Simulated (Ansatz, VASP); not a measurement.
**One calculation of TaN, two programs**

POSCAR

```
TaN
1.0
    0.0000000000      2.1790013100      2.1790013100
    2.1790013100      0.0000000000      2.1790013100
    2.1790013100      2.1790013100      0.0000000000
Ta N
1 1
Direct
    0.5000000000      0.5000000000      0.5000000000
    0.0000000000      0.0000000000      0.0000000000
```

INCAR.step1

```
SYSTEM = TaN
ALGO = Normal
EDIFF = 1E-5
ENCUT = 660
GGA = PE
GGA_COMPAT = .False.
ISMEAR = 0
ISPIN = 2
LASPH = .True.
LCHARG = .False.
LDAU = .True.
LDAUJ = 0 0
LDAUL = 2 -1
LDAUTYPE = 2
LDAUU = 1 0
LMAXMIX = 4
LREAL = .False.
LWAVE = .True.
MAGMOM = 2 0
NBANDS = 20
NELM = 200
PREC = Accurate
SIGMA = 0.05
```

The input INCAR.step2:

```
SYSTEM = TaN
ALGO = Normal
EDIFF = 1E-6
ENCUT = 660
GGA_COMPAT = .False.
ISIF = 2
ISMEAR = 0
ISPIN = 2
ISTART = 1
LASPH = .True.
LCHARG = .False.
LDAU = .True.
LDAUJ = 0 0
LDAUL = 2 -1
LDAUPRINT = 1
LDAUTYPE = 2
LDAUU = 1 0
LMAXMIX = 4
LMIXTAU = .True.
LORBIT = 11
LREAL = .False.
LWAVE = .False.
MAGMOM = 2 0
METAGGA = R2SCAN
NBANDS = 20
NELM = 200
PREC = Accurate
SIGMA = 0.05
```

KPOINTS

```
k-points
0
Gamma
  7 7 7
  0 0 0
```

Input for Ansatz:

```yaml
crystal:
  lattice:
    - [0.0, 2.17900131, 2.17900131]
    - [2.17900131, 0.0, 2.17900131]
    - [2.17900131, 2.17900131, 0.0]
  atoms:
    - { symbol: Ta, position: [0.5, 0.5, 0.5], spin: 2.0 }
    - { symbol: "N", position: [0.0, 0.0, 0.0] }
basis:
  ecutwfc: 500
  ecutrho_ratio: 4
kpoints:
  mp_grid: { grid: [7, 7, 7] }
hamiltonian:
  xc: r2scan
  hubbard: { sites: [{ site: 0, l: d, u_eff: 1.0 }] }
scf:
  occupations: { method: gaussian, width: 0.05 }
  lower_state_search: "off"
  max_iter: 150
output:
  forces: true
  stress: true
  eigenvalues: true
  populations: true
  hubbard: { sites: [{ site: 0, l: d }] }
magnetization:
  spin_polarized: true
```

Alike in both runs: task single point; functional r2SCAN; k mesh 7 × 7 × 7; occupations gaussian, width 0.05 eV; collinear spin; Hubbard terms Ta d U = 1.0 eV.

```csv
,VASP,Ansatz
version,VASP 6.6.1,Ansatz 0.2.0
potentials or method,"VASP PAW PBE potentials, release 64 (Ta_sv_GW, N), cutoff 660 eV","scalar-relativistic, plane waves, PAW"
valence electrons in the cell,18,18
```

Ansatz gave:

```
gap on the k mesh at the Fermi level (eV) : none
pressure (GPa)                            : 10.4
net moment per atom (μB)                  : 0.00
```

Task: Estimate VASP's values.

Result: gap on the k mesh at the Fermi level (eV): none; pressure (GPa): 12.7; net moment per atom (μB): 0.00.

VASP's potentials were made for PBE, not for r2SCAN. The programs project onto different local orbitals, so the same U acts differently, and such runs can settle in different states. A gap of «none» marks a metal or a gap that the smearing closes. Ansatz's warnings: filled band counts differ across k points, seeded moment not kept, stability check not made.

Neither program's run includes spin-orbit coupling.
